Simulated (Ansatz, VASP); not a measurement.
**One calculation of CdI4, two programs**

The input INCAR:

```
PREC     = Accurate       # precision mode
ENCUT    = 520            # plane-wave cutoff, eV
EDIFF    = 1E-7           # SCF threshold, eV
ISMEAR   = 0              # smearing method
SIGMA    = 0.1            # smearing width, eV
LREAL    = F              # projectors in reciprocal space
LASPH    = T              # aspherical terms in the spheres
NELM     = 80             # most SCF steps
ALGO     = Normal         # electronic algorithm
ISIF     = 2              # what is computed and relaxed
LWAVE    = F              # write WAVECAR
LCHARG   = T              # write CHGCAR
GGA      = PE             # functional
LELF     = T              # ELF
LVHAR    = T            
NBANDS   = 28             # bands
```

File KPOINTS:

```
Automatic mesh
0
Gamma
  4 4 4
```

POSCAR

```
CdI4
1.0
    6.0782996800      0.0000000000      0.0000000000
    0.0000000000      6.0782996800      0.0000000000
    0.0000000000      0.0000000000      6.0782996800
Cd I
1 4
Direct
    0.5000000000      0.5000000000      0.5000000000
    0.5000000000      0.0000000000      0.0000000000
    0.0000000000      0.5000000000      0.0000000000
    0.0000000000      0.0000000000      0.5000000000
    0.0000000000      0.0000000000      0.0000000000
```

Input for Ansatz:

```yaml
crystal:
  lattice:
    - [6.07829968, 0.0, 0.0]
    - [0.0, 6.07829968, 0.0]
    - [0.0, 0.0, 6.07829968]
  atoms:
    - { symbol: Cd, position: [0.5, 0.5, 0.5] }
    - { symbol: I, position: [0.5, 0.0, 0.0] }
    - { symbol: I, position: [0.0, 0.5, 0.0] }
    - { symbol: I, position: [0.0, 0.0, 0.5] }
    - { symbol: I, position: [0.0, 0.0, 0.0] }
basis:
  ecutwfc: 420
kpoints:
  mp_grid: { grid: [4, 4, 4] }
hamiltonian:
  xc: pbe
scf:
  occupations: { method: gaussian, width: 0.1 }
  lower_state_search: "off"
output:
  forces: true
  stress: true
  eigenvalues: true
```

Alike in both runs: task single point; functional PBE; k mesh 4 × 4 × 4; occupations gaussian, width 0.1 eV; no spin polarisation.

|  | VASP | Ansatz |
| --- | --- | --- |
| version | VASP 6.6.1 | Ansatz 0.2.0 |
| potentials or method | VASP PAW PBE potentials, release 64 (Cd, I), cutoff 520 eV | scalar-relativistic, plane waves, PAW |
| valence electrons in the cell | 40 | 88 |

```tsv
	VASP	Ansatz	Ansatz less VASP
gap on the k mesh at the Fermi level (eV)	none	none	-
pressure (GPa)	1.4	1.4	+0.04
```

A gap of «none» marks a metal or a gap that the smearing closes. VASP's potentials hold 40 valence electrons a cell and Ansatz's 88, so a difference there can come from the potentials and not from the codes.

Neither program's run includes spin-orbit coupling.
